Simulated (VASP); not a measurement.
# Cs4Sn2I11 (a cell with a defect) in VASP: relaxation of the atoms with LDA

Aim: the relaxation of the atoms of Cs4Sn2I11 (a cell with a defect) with LDA.

All numbers are computed with VASP 6.6.1; they aren't measurements. Logs are shortened: lines on timing, memory, paths and dates and some standing lists are left out, and cuts for length are marked.

**1. The cell of the first run**

The cell holds a defect, 17 atoms: a = 7.978 Å, b = 7.978 Å, c = 11.283 Å, α = 90.00°, β = 90.00°, γ = 90.00°.

**2. Relaxation of the atoms, LDA**

The input, INCAR:

```
  ALGO = Normal
  EDIFF = 1E-7
  EDIFFG = -0.025
  ENCUT = 450
  GGA_COMPAT = False
  IBRION = 2
  ISIF = 2
  ISMEAR = 0
  KPAR = 4
  LASPH = True
  LCHARG = False
  LREAL = False
  LWAVE = False
  NELM = 120
  NELMIN = 4
  NSW = 65
  PREC = Accurate
  SIGMA = 0.1
```

The input, KPOINTS:

```
k-points
0
Gamma
  3 3 3
```

The input, POSCAR:

```
Cs4Sn2I11
1.0
    0.0000000000     -5.6412849219      5.6412849219
    0.0000000000      5.6412849219      5.6412849219
  -11.2825698438      0.0000000000      0.0000000000
Cs Sn I
4 2 11
Direct
    0.0000000000      0.5000000000      0.7500000000
    0.5000000000      0.0000000000      0.2500000000
    0.0000000000      0.5000000000      0.2500000000
    0.5000000000      0.0000000000      0.7500000000
    0.0000000000      0.0000000000      0.0000000000
    0.5000000000      0.5000000000      0.5000000000
    0.5000000000      0.5000000000      0.7524154307
    0.7524154307      0.2475845693      0.5000000000
    0.2524154307      0.7475845693      0.0000000000
    0.2475845693      0.7524154307      0.5000000000
    0.7475845693      0.2524154307      0.0000000000
    1.0000000000      1.0000000000      0.7475845693
    0.5000000000      0.5000000000      0.2475845693
    0.2475845693      0.2475845693      0.5000000000
    0.7475845693      0.7475845693      0.0000000000
    0.7524154307      0.7524154307      0.5000000000
    0.2524154307      0.2524154307      0.0000000000
```

Potentials or basis: VASP PAW LDA potentials, release 64 (Cs_sv, Sn_d, I).

Command:

```
cat potpaw_LDA.64/Cs_sv/POTCAR potpaw_LDA.64/Sn_d/POTCAR potpaw_LDA.64/I/POTCAR > POTCAR
mpirun -np 4 vasp_std > vasp.out
```

OUTCAR:

```text
EDIFF = 1E-7
   EDIFFG = -0.025
   ENCUT = 450
   IBRION = 2
   ISIF = 2
   ISMEAR = 0
   LASPH = True
   LREAL = False
   NELM = 120
   NELMIN = 4
   NSW = 65
   PREC = Accurate

 ion  position               nearest neighbor table
   1  0.000  0.500  0.750-
   2  0.500  0.000  0.250-
   3  0.000  0.500  0.250-
   4  0.500  0.000  0.750-
   5  0.000  0.000  0.000-   9 2.85  11 2.85  12 2.85  15 2.85  17 2.85
   6  0.500  0.500  0.500-   7 2.85   8 2.85  10 2.85  13 2.85  14 2.85  16 2.85
   7  0.500  0.500  0.752-   6 2.85
   8  0.752  0.248  0.500-   6 2.85
   9  0.252  0.748  0.000-   5 2.85
  10  0.248  0.752  0.500-   6 2.85
  11  0.748  0.252  0.000-   5 2.85
  12  0.000  0.000  0.748-   5 2.85
  13  0.500  0.500  0.248-   6 2.85
  14  0.248  0.248  0.500-   6 2.85
  15  0.748  0.748  0.000-   5 2.85
  16  0.752  0.752  0.500-   6 2.85
  17  0.252  0.252  0.000-   5 2.85

  LATTYP: Found a simple tetragonal cell.
 ALAT       =     7.9779816458
 C/A-ratio  =     1.4142135624

  Lattice vectors:

 A1 = (   0.0000000000,  -5.6412849219,   5.6412849219)
 A2 = (   0.0000000000,   5.6412849219,   5.6412849219)
 A3 = ( -11.2825698438,   0.0000000000,   0.0000000000)

Analysis of symmetry for initial positions (statically):
=====================================================================
 Subroutine PRICEL returns:
 Original cell was already a primitive cell.

 Routine SETGRP: Setting up the symmetry group for a
 simple tetragonal supercell.

 Subroutine GETGRP returns: Found  8 space group operations
 (whereof  8 operations were pure point group operations)
 out of a pool of 16 trial point group operations.

The static configuration has the point symmetry C_4v.

Analysis of symmetry for dynamics (positions and initial velocities):
=====================================================================
 Subroutine PRICEL returns:
 Original cell was already a primitive cell.

 Routine SETGRP: Setting up the symmetry group for a
 simple tetragonal supercell.

 Subroutine GETGRP returns: Found  8 space group operations
 (whereof  8 operations were pure point group operations)
 out of a pool of 16 trial point group operations.

The dynamic configuration has the point symmetry C_4v.

 Subroutine INISYM returns: Found  8 space group operations
 (whereof  8 operations are pure point group operations),
 and found     1 'primitive' translations

----------------------------------------------------------------------------------------

                                     Primitive cell

  volume of cell :     718.1152

  direct lattice vectors                    reciprocal lattice vectors
     0.000000000 -5.641284922  5.641284922     0.000000000 -0.088632290  0.088632290
     0.000000000  5.641284922  5.641284922     0.000000000  0.088632290  0.088632290
   -11.282569844  0.000000000  0.000000000    -0.088632290  0.000000000  0.000000000

  length of vectors
     7.977981646  7.977981646 11.282569844     0.125344986  0.125344986  0.088632290

  position of ions in fractional coordinates (direct lattice)
     0.000000000  0.500000000  0.750000000
     0.500000000  0.000000000  0.250000000
     0.000000000  0.500000000  0.250000000
     0.500000000  0.000000000  0.750000000
     0.000000000  0.000000000  0.000000000
     0.500000000  0.500000000  0.500000000
[... 9 lines left out ...]
     0.752415431  0.752415431  0.500000000
     0.252415431  0.252415431  0.000000000

  ion indices of the primitive-cell ions
   primitive index   ion index
                 1           1
                 2           2
                 3           3
                 4           4
                 5           5
                 6           6
[... 9 lines left out ...]
                16          16
                17          17

----------------------------------------------------------------------------------------

 KPOINTS: k-points

Automatic generation of k-mesh.
 Grid dimensions read from file:
 generate k-points for:    3    3    3

 Generating k-lattice:

  Cartesian coordinates                     Fractional coordinates (reciprocal lattice)
     0.000000000 -0.029544097  0.029544097     0.333333333  0.000000000  0.000000000
     0.000000000  0.029544097  0.029544097     0.000000000  0.333333333  0.000000000
    -0.029544097  0.000000000  0.000000000     0.000000000  0.000000000  0.333333333

  Length of vectors
     0.041781662  0.041781662  0.029544097

  Shift w.r.t. Gamma in fractional coordinates (k-lattice)
     0.000000000  0.000000000  0.000000000

 Subroutine IBZKPT returns following result:
 ===========================================

 Found      6 irreducible k-points:

 Following reciprocal coordinates:
            Coordinates               Weight
  0.000000  0.000000  0.000000      1.000000
  0.333333  0.000000  0.000000      4.000000
  0.333333  0.333333  0.000000      4.000000
  0.000000  0.000000  0.333333      2.000000
  0.333333  0.000000  0.333333      8.000000
  0.333333  0.333333  0.333333      8.000000
   k-points           NKPTS =      6   k-points in BZ     NKDIM =      6   number of bands    NBANDS=     84
   number of dos      NEDOS =    301   number of ions     NIONS =     17
   total plane-waves  NPLWV = 250880
   dimension x,y,z NGX =    56 NGY =   56 NGZ =   80
   dimension x,y,z NGXF=   112 NGYF=  112 NGZF=  160
   ions per type =               4   2  11
   NGX,Y,Z   is equivalent  to a cutoff of  11.67, 11.67, 11.79 a.u.
   NGXF,Y,Z  is equivalent  to a cutoff of  23.34, 23.34, 23.58 a.u.
 SYSTEM =  unknown system
   PREC   = accura    normal or accurate (medium, high low for compatibility)
   ISTART =      0    job   : 0-new  1-cont  2-samecut
   ICHARG =      2    charge: 1-file 2-atom 10-const
   ISPIN  =      1    spin polarized calculation?
   LNONCOLLINEAR =      F non collinear calculations
   LSORBIT =      F    spin-orbit coupling
   LASPH  =      T    aspherical Exc in radial PAW
   ENCUT  =  450.0 eV  33.07 Ry    5.75 a.u.  13.80 13.80 19.52*2*pi/ulx,y,z
   NELM   =    120;   NELMIN=  4; NELMDL= -5     # of ELM steps
   EDIFF  = 0.1E-06   stopping-criterion for ELM
   LREAL  =      F    real-space projection
   EDIFFG = -.3E-01   stopping-criterion for IOM
   NSW    =     65    number of steps for IOM
   IBRION =      2    ionic relax: 0-MD 1-quasi-New 2-CG
   NFREE  =      1    steps in history (QN), initial steepest desc. (CG)
   ISIF   =      2    stress and relaxation
   ISYM   =      2    0-nonsym 1-usesym 2-fastsym
   POTIM  = 0.5000    time-step for ionic-motion
   TEBEG  =    0.0;   TEEND  =   0.0 temperature during run
   PSTRESS=    0.0 pullay stress
   NELECT =     141.0000    total number of electrons
   NUPDOWN=      -1.0000    fix difference up-down
   EMIN   =  10.00;   EMAX   =-10.00  energy-range for DOS
   EFERMI =   0.00;   METHOD = LEGACY
   ISMEAR =     0;   SIGMA  =   0.10  broadening in eV -4-tet -1-fermi 0-gaus
   EFERMI_NEDOS =   21; number of points for ismear=-14 and -15
   IALGO  =     38    algorithm
   IMIX   =      4    mixing-type and parameters
     AMIX     =   0.40;   BMIX     =  1.00
     AMIX_MAG =   1.60;   BMIX_MAG =  1.00
  volume/ion in A,a.u.               =      42.24       285.06
  Fermi-wavevector in a.u.,A,eV,Ry     =   0.951517  1.798106 12.318503  0.905384
  Thomas-Fermi vector in A             =   2.079994
   LORBIT       =      0    0 simple, 1 ext, 2 COOP (PROOUT), +10 PAW based schemes
   GGA     = CA    functional components
   LHFCALC =     F    Hartree Fock is set to
   AEXX    =    0.0000 exact exchange contribution
   IVDW    =     0    specifies the selected vdW correction
   LEPSILON=     F    determine dielectric tensor
   LRPA    =     F    only Hartree local field effects (RPA)
 conjugate gradient relaxation of ions
 non-spin polarized calculation
 Gauss-broadening in eV      SIGMA  =   0.10
  energy-cutoff  :      450.00
  volume of cell :      718.12
 maximum number of plane-waves:     15590
 NGX is ok and might be reduce to    56
   NGX = 27   NGY = 27   NGZ = 39

--------------------------------------- Ionic step        1  -------------------------------------------

 number of electron     141.0000036 magnetization

 Free energy of the ion-electron system (eV)
  ---------------------------------------------------
  ext. energy  EPLUGINS =         0.00000000
  ---------------------------------------------------
  free energy    TOTEN  =       -51.01059804 eV

  energy without entropy =      -50.99818677  energy(sigma->0) =      -51.00439241

------------------------ aborting loop because EDIFF is reached ----------------------------------------

  FORCE on cell =-STRESS in cart. coord.  units (eV):
  Direction    XX          YY          ZZ          XY          YZ          ZX
  --------------------------------------------------------------------------------------
  -------------------------------------------------------------------------------------
  Total       -2.1388253      2.3250545      2.3250545      0.0000000      0.0000000     -0.0000000
  in kB       -4.7719050      5.1873987      5.1873987      0.0000000      0.0000000     -0.0000000
  external PRESSURE =       1.8676308 kB  Pullay stress =       0.0000000 kB
[... 134 lines left out ...]
  FREE ENERGIE OF THE ION-ELECTRON SYSTEM (eV)
  ---------------------------------------------------
  free  energy   TOTEN  =       -51.1320871368 eV

  energy  without entropy=      -51.1197655773  energy(sigma->0) =      -51.12592636

[... ionic steps 4 to 11 ...]

--------------------------------------- Ionic step       12  -------------------------------------------

 number of electron     141.0000036 magnetization

------------------------ aborting loop because EDIFF is reached ----------------------------------------
[... 97 lines left out ...]
--------------------------------------- Ionic step       14  -------------------------------------------

 number of electron     141.0000038 magnetization

 Free energy of the ion-electron system (eV)
  ---------------------------------------------------
  ext. energy  EPLUGINS =         0.00000000
  ---------------------------------------------------
  free energy    TOTEN  =       -51.22514919 eV

  energy without entropy =      -51.21279536  energy(sigma->0) =      -51.21897227

 E-fermi :   2.7835     XC(G=0):  -8.4030

 val. band max:        2.7183913305   @ k =   0.3333   0.0000   0.3333
 cond. band min:       2.9479137817   @ k =   0.0000   0.0000   0.3333
 fundamental gap:      0.2295224513
 Fermi energy:         2.7834681368

 k-point     1 :       0.0000    0.0000    0.0000
  band No.  band energies     occupation
      1     -18.9893      2.00000
      2     -18.9760      2.00000
      3     -18.9751      2.00000
      4     -18.9367      2.00000
      5     -18.9224      2.00000
      6     -18.9224      2.00000
[... 499 lines left out ...]
     81       7.2619      0.00000
     82       7.4709      0.00000
 [bands above 82 left out]

------------------------ aborting loop because EDIFF is reached ----------------------------------------

  FORCE on cell =-STRESS in cart. coord.  units (eV):
  Direction    XX          YY          ZZ          XY          YZ          ZX
  --------------------------------------------------------------------------------------
  -------------------------------------------------------------------------------------
  Total       -1.5094071      0.3491984      0.3491984      0.0000000      0.0000000     -0.0000000
  in kB       -3.3676185      0.7790920      0.7790920      0.0000000      0.0000000     -0.0000000
  external PRESSURE =      -0.6031448 kB  Pullay stress =       0.0000000 kB
[... 32 lines left out ...]
  FREE ENERGIE OF THE ION-ELECTRON SYSTEM (eV)
  ---------------------------------------------------
  free  energy   TOTEN  =       -51.2251491889 eV

  energy  without entropy=      -51.2127953593  energy(sigma->0) =      -51.21897227

 reached required accuracy - stopping structural energy minimisation
```

It took 18 min on 4 MPI ranks of Intel Xeon 6975P-C (Granite Rapids), shared host; peak memory 0.58 GiB.

What came out:

```
Free energy                  : -51.2251 eV
Energy gained by relaxing    : 12.6 meV/atom
Ionic steps                  : 14
Pressure after relaxing      : -0.1 GPa
Largest force after relaxing : 0.019 eV/Å
```

Forces in eV/Å, atoms in the order of the input:
```
Cs   0.006  0.000  0.000
Cs  -0.014  0.000  0.000
Cs  -0.014  0.000  0.000
Cs   0.006  0.000  0.000
Sn  -0.007  0.000  0.000
Sn   0.003  0.000  0.000
I    0.019  0.000  0.000
I    0.004  0.011  0.000
I   -0.003  0.000  0.000
I    0.004 -0.011  0.000
I   -0.003  0.000  0.000
I    0.005  0.000  0.000
I   -0.006  0.000  0.000
I    0.004  0.000  0.011
I   -0.003  0.000  0.000
I    0.004  0.000 -0.011
I   -0.003  0.000  0.000
```

Stress tensor (GPa, compression positive):
```
-0.34  0.00  0.00
 0.00  0.08  0.00
 0.00  0.00  0.08
```

Step by step:
| step | energy change (eV) | largest force (eV/Å) | pressure (GPa) |
| --- | --- | --- | --- |
| 1 | 0.0000 | 0.8385 | 0.19 |
| 2 | -0.0668 | 0.5904 | 0.11 |
| 3 | -0.1215 | 0.5855 | -0.01 |
| 4 | -0.1480 | 0.3338 | -0.10 |
| 5 | -0.1664 | 0.2964 | -0.24 |
| 6 | -0.1878 | 0.1590 | -0.17 |
| 7 | -0.2020 | 0.1482 | -0.04 |
| 8 | -0.2092 | 0.0909 | -0.04 |
| 9 | -0.2105 | 0.1075 | -0.03 |
| 10 | -0.2129 | 0.0375 | -0.02 |
| 11 | -0.2129 | 0.0363 | -0.02 |
| 12 | -0.2138 | 0.0292 | -0.05 |
| 13 | -0.2140 | 0.0325 | -0.07 |
| 14 | -0.2146 | 0.0192 | -0.06 |

Final structure:
```
Cs Sn I
1.0
     0.00000   -5.64128    5.64128
     0.00000    5.64128    5.64128
   -11.28257    0.00000    0.00000
Cs Sn I
4 2 11
Direct
  0.00000 0.50000 0.75052
  0.50000 0.00000 0.25443
  0.00000 0.50000 0.25443
  0.50000 0.00000 0.75052
  0.00000 0.00000 0.97597
  0.50000 0.50000 0.49682
  0.50000 0.50000 0.75323
  0.75587 0.24413 0.49614
  0.25239 0.74761 0.01302
  0.24413 0.75587 0.49614
  0.74761 0.25239 0.01302
  0.00000 0.00000 0.73157
  0.50000 0.50000 0.24344
  0.24413 0.24413 0.49614
  0.74761 0.74761 0.01302
  0.75587 0.75587 0.49614
  0.25239 0.25239 0.01302
```

Levels at points of the mesh, in eV from the Fermi level:
| k point | band 67 | band 68 | band 69 | band 70 | band 71 | band 72 | band 73 | band 74 | band 75 | band 76 |
| --- | --- | --- | --- | --- | --- | --- | --- | --- | --- | --- |
| (0.00, 0.00, 0.00) | -0.98 | -0.81 | -0.81 | -0.61 | -0.52 | 0.47 | 2.16 | 3.06 | 3.06 | 3.14 |

Caveat: spin-orbit coupling is left out, which moves the levels of the heavy elements; an odd number of electrons without spin polarisation forces a metal; a magnetic or distorted state may lie lower.
